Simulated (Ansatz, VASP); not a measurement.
Two plane-wave programs on BAs

The input POSCAR:

```
BAs
1.0
    3.3991851752      0.0000000000      0.0000000000
   -1.6995925876      2.9437807139      0.0000000000
    0.0000000000      0.0000000000      8.8311746022
B As
2 2
Direct
    0.3333333333      0.6666666667      0.2500000000
    0.6666666667      0.3333333333      0.7500000000
    0.6666666667      0.3333333333      0.2500000000
    0.3333333333      0.6666666667      0.7500000000
```

INCAR.step1

```
SYSTEM = BAs
PREC = Accurate ; ENCUT = 660
ISMEAR = 0 ; SIGMA = 0.01
LREAL = .FALSE. ; LASPH = .TRUE.
NELM = 120 ; NBANDS = 26
GGA = PE ; ALGO = Normal
EDIFF = 1E-5 ; LWAVE = .TRUE.
LCHARG = .FALSE. ; GGA_COMPAT = .FALSE.
```

The input INCAR.step2:

```
SYSTEM = BAs
PREC = Accurate ; ENCUT = 660
EDIFF = 1E-6 ; ISMEAR = 0
SIGMA = 0.01 ; LREAL = .FALSE.
LASPH = .TRUE. ; NELM = 120
ALGO = Normal ; ISIF = 2
LWAVE = .FALSE. ; LCHARG = .TRUE.
METAGGA = R2SCAN ; LMIXTAU = .TRUE.
LELF = .TRUE. ; LVHAR = .TRUE.
NBANDS = 26 ; ISTART = 1
GGA_COMPAT = .FALSE.
```

KPOINTS

```
regular mesh
0
G
  9 9 4
  0 0 0
```

Input for Ansatz:

```yaml
crystal:
  lattice:
    - [3.3991851752, 0.0, 0.0]
    - [-1.6995925876, 2.9437807139, 0.0]
    - [0.0, 0.0, 8.8311746022]
  atoms:
    - { symbol: B, position: [0.3333333333, 0.6666666667, 0.25] }
    - { symbol: B, position: [0.6666666667, 0.3333333333, 0.75] }
    - { symbol: As, position: [0.6666666667, 0.3333333333, 0.25] }
    - { symbol: As, position: [0.3333333333, 0.6666666667, 0.75] }
kpoints:
  mp_grid: { grid: [9, 9, 4] }
hamiltonian:
  xc: r2scan
scf:
  occupations: { method: fixed }
  n_extra_bands: 5
output:
  forces: true
  stress: true
  eigenvalues: true
```

Alike in both runs: task single point; functional r2SCAN; k mesh 9 × 9 × 4; no spin polarisation.

```csv
,VASP,Ansatz
version,VASP 6.6.1,Ansatz 0.2.0
potentials or method,"VASP PAW PBE potentials, release 64 (B, As_d)","plane waves, PAW"
plane-wave cutoff (eV),660,500
occupations,"gaussian, width 0.01 eV",fixed
valence electrons in the cell,36,36
```

Ansatz gave:

| Item | Value |
| --- | --- |
| gap on the k mesh at the Fermi level (eV) | 0.98 |
| pressure (GPa) | -2.4 |
| traceless stress, the component that is largest in VASP (GPa) | 2.33 |

**Question.** Estimate VASP's values.

**Answer.** gap on the k mesh at the Fermi level (eV): 0.99; pressure (GPa): -2.3; traceless stress, the component that is largest in VASP (GPa): 2.19.

VASP's potentials were made for PBE, not for r2SCAN.
